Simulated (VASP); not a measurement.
Write the native input for VASP 6.6.1 that does the following.

| Item | Value |
| --- | --- |
| Task | single point |
| Functional | PBE |
| Potentials or basis | VASP PAW PBE potentials, release 64 (Ta_pv) |
| Cutoff | 520 eV |
| k mesh | 11 × 11 × 5 |
| Occupations | fermi-dirac, width 0.05 eV |
| Spin | no spin polarisation |
| Dipole correction | no |
| Further INCAR settings | ALGO = Normal; EDIFF = 1e-06; NBANDS = 18 |

The structure of Ta lies in POSCAR:

```
Ta
1.0
    2.9195803945      0.0000000000      0.0000000000
   -1.4597901972      2.5284307900      0.0000000000
    0.0000000000      0.0000000000      5.2004887322
Ta
2
Direct
    0.3333333333      0.6666666667      0.2500000000
    0.6666666667      0.3333333333      0.7500000000
```

One way to write it, as run:

INCAR

```
PREC = Accurate
ENCUT = 520
EDIFF = 1E-6
ISMEAR = -1
SIGMA = 0.05
LREAL = F
LASPH = T
NELM = 60
ALGO = Normal
ISIF = 2
LWAVE = F
LCHARG = T
GGA = PE
LELF = T
LVHAR = T
NBANDS = 18
```

KPOINTS

```
Automatic mesh
0
Gamma
  11 11 5
```

Potentials or basis: VASP PAW PBE potentials, release 64 (Ta_pv).

The run is started by

```console
$ cat potpaw_PBE.64/Ta_pv/POTCAR > POTCAR
$ mpirun -np 1 vasp_std > vasp.out
```

It gave:

- Pressure: -4.5 GPa
- Band gap on the k mesh: zero (band 11 reaches 6.27 eV, above the bottom of band 12 at 4.87 eV)

Caveat: spin-orbit coupling is left out, which moves the levels of the heavy elements.

It took 22 s on 1 thread of Intel(R) Xeon(R) Platinum 8375C CPU @ 2.90GHz (Ice Lake), on a shared host, peak memory 0.17 GiB.
